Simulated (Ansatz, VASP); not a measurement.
## WC: VASP beside Ansatz

```
W C
1.0
     2.90050    0.00000    0.00000
    -1.45025    2.51191    0.00000
     0.00000    0.00000    2.82900
W C
1 1
Direct
  0.00000 0.00000 0.00000
  0.66667 0.33333 0.50000
```

Alike in both runs: task single point; functional PBEsol; k mesh 6 × 6 × 6; occupations gaussian, width 0.15 eV; no spin polarisation.

|  | VASP | Ansatz |
| --- | --- | --- |
| version | VASP 6.6.1 | Ansatz 0.2.0 |
| potentials or method | VASP PAW PBE potentials, release 64 (W_sv, C), cutoff 520 eV | scalar-relativistic, plane waves, PAW |
| valence electrons in the cell | 18 | 18 |

Ansatz gave:

| Quantity | Value |
| --- | --- |
| gap on the k mesh at the Fermi level (eV) | none |
| pressure (GPa) | -0.7 |
| traceless stress, the component that is largest in VASP (GPa) | -1.83 |

Question: Estimate VASP's values.

Answer: gap on the k mesh at the Fermi level (eV): none; pressure (GPa): 0.5; traceless stress, the component that is largest in VASP (GPa): -1.58.

VASP's potentials were made for PBE, not for PBEsol. A gap of «none» marks a metal or a gap that the smearing closes. The functional is the same, so the differences come from potentials, cutoffs and numerics.

The k mesh is coarse, so the values compare programs but aren't converged. Neither program's run includes spin-orbit coupling.
